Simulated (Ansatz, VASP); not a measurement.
## ZnSe: VASP beside Ansatz

POSCAR

```
ZnSe
1.0
    0.0000000000      2.8710911185      2.8710911185
    2.8710911185      0.0000000000      2.8710911185
    2.8710911185      2.8710911185      0.0000000000
Se Zn
1 1
Direct
    0.7500000000      0.7500000000      0.7500000000
    0.0000000000      0.0000000000      0.0000000000
```

Contents of INCAR.step1:

```
ALGO = Normal ; EDIFF = 1E-5
ENCUT = 520 ; GGA = PE
ISIF = 2 ; ISMEAR = -1
LASPH = T ; LREAL = F
LWAVE = T ; NBANDS = 16
NELM = 100 ; PREC = Accurate
SIGMA = 0.05
```

File INCAR.step2:

```
AEXX = 0.5 ; AGGAC = 1.0
AGGAX = 0.5 ; ALDAC = 0.0
ALDAX = 0.5 ; ALGO = Normal
EDIFF = 1E-7 ; ENCUT = 520
GGA = B5 ; ISIF = 2
ISMEAR = -1 ; ISTART = 1
LASPH = T ; LCHARG = T
LELF = T ; LHFCALC = T
LREAL = F ; LVHAR = T
LWAVE = F ; NBANDS = 16
NELM = 100 ; PREC = Accurate
PRECFOCK = Normal ; SIGMA = 0.05
```

KPOINTS

```
k-points
0
Gamma
  4 4 4
```

File input.yaml:

```yaml
crystal:
  lattice:
    - [0.0, 2.8710911185, 2.8710911185]
    - [2.8710911185, 0.0, 2.8710911185]
    - [2.8710911185, 2.8710911185, 0.0]
  atoms:
    - { symbol: Se, position: [0.75, 0.75, 0.75] }
    - { symbol: Zn, position: [0.0, 0.0, 0.0] }
hamiltonian:
  xc: { name: BHLYP }
  pseudopotentials: { kind: paw }
kpoints:
  mp_grid: { grid: [4, 4, 4] }
scf:
  occupations: { method: fermi_dirac, width: 0.05 }
output:
  forces: true
  stress: true
  eigenvalues: true
```

Alike in both runs: task single point; functional BHLYP; k mesh 4 × 4 × 4; occupations fermi-dirac, width 0.05 eV; no spin polarisation.

|  | VASP | Ansatz |
| --- | --- | --- |
| version | VASP 6.6.1 | Ansatz 0.2.0 |
| potentials or method | VASP PAW PBE potentials, release 64 (Se, Zn) | Ansatz PAW |
| plane-wave cutoff (eV) | 520 | 420 |
| valence electrons in the cell | 18 | 28 |

|  | VASP | Ansatz | Ansatz less VASP |
| --- | --- | --- | --- |
| gap on the k mesh at the Fermi level (eV) | 4.85 | 4.75 | -0.091 |
| least direct gap on the mesh (eV) | 4.85 | 4.75 | -0.091 |
| pressure (GPa) | 0.2 | 0.6 | +0.33 |

VASP's potentials were made for PBE, not for BHLYP. VASP's potentials hold 18 valence electrons a cell and Ansatz's 28, so a difference there can come from the potentials and not from the codes.

The k mesh is coarse, so the values compare programs but aren't converged.
